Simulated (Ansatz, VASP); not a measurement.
Si3N4: VASP beside Ansatz

```
Si N
1.0
     7.60930    0.00000    0.00000
    -3.80465    6.58985    0.00000
     0.00000    0.00000    2.90790
Si N
6 8
Direct
  0.17420 0.76780 0.25000
  0.40640 0.17420 0.75000
  0.23220 0.40640 0.25000
  0.82580 0.23220 0.75000
  0.59360 0.82580 0.25000
  0.76780 0.59360 0.75000
  0.33333 0.66667 0.25000
  0.66667 0.33333 0.75000
  0.32900 0.03900 0.25000
  0.29000 0.32900 0.75000
  0.96100 0.29000 0.25000
  0.67100 0.96100 0.75000
  0.71000 0.67100 0.25000
  0.03900 0.71000 0.75000
```

Alike in both runs: task electric field gradients; functional PBE; k mesh 4 × 4 × 10; occupations fermi-dirac, width 0.02 eV; no spin polarisation.

|  | VASP | Ansatz |
| --- | --- | --- |
| version | VASP 6.6.1 | Ansatz 0.2.0 |
| potentials or method | VASP PAW PBE potentials, release 64 (Si, N) | plane-wave PAW, scalar-relativistic |
| plane-wave cutoff (eV) | 520 | 420 |
| valence electrons in the cell | 64 | 64 |

|  | VASP | Ansatz | Ansatz less VASP |
| --- | --- | --- | --- |
| gap on the k mesh at the Fermi level (eV) | 4.29 | 4.29 | +0.009 |
| pressure (GPa) | 6.2 | 6.4 | +0.28 |
| traceless stress, the component that is largest in VASP (GPa) | 6.01 | 6.00 | -0.008 |
| rms of the force components (eV/Å) | 0.835 | 0.830 | -0.0044 |
| size of Vzz on the site where it differs most (V/Å²) | 50.4 | 55.3 | +4.87 |

Atom by atom the forces differ by 0.005 eV/Å (rms over components).
